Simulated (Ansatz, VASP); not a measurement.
## Two plane-wave programs on PbS

```
Pb S
1.0
     0.00000    2.96500    2.96500
     2.96500    0.00000    2.96500
     2.96500    2.96500    0.00000
Pb S
1 1
Direct
  0.00000 0.00000 0.00000
  0.49026 0.49026 0.49026
```

Change from the starting cell: all S atoms moved -0.100 Å, as atom 2 along Cartesian [1 1 1].

Alike in both runs: task single point; functional r2SCAN; k mesh 8 × 8 × 8; occupations gaussian, width 0.05 eV; no spin polarisation.

|  | VASP | Ansatz |
| --- | --- | --- |
| version | VASP 6.6.1 | Ansatz 0.2.0 |
| potentials or method | VASP PAW PBE potentials, release 64 (Pb_d, S), cutoff 550 eV | scalar-relativistic, plane waves, PAW |
| valence electrons in the cell | 20 | 20 |

Ansatz gave:

| Property | Result |
| --- | --- |
| gap on the k mesh at the Fermi level (eV) | 0.65 |
| least direct gap on the mesh (eV) | 0.65 |
| pressure (GPa) | 1.5 |
| rms of the force components (eV/Å) | 0.028 |

**Question.** What did VASP give for the same quantities?

**Answer.** gap on the k mesh at the Fermi level (eV): 0.66; least direct gap on the mesh (eV): 0.66; pressure (GPa): 1.5; rms of the force components (eV/Å): 0.030.

VASP's potentials were made for PBE, not for r2SCAN. Atom by atom the forces differ by 0.003 eV/Å (rms over components).

Spin-orbit coupling is off throughout.
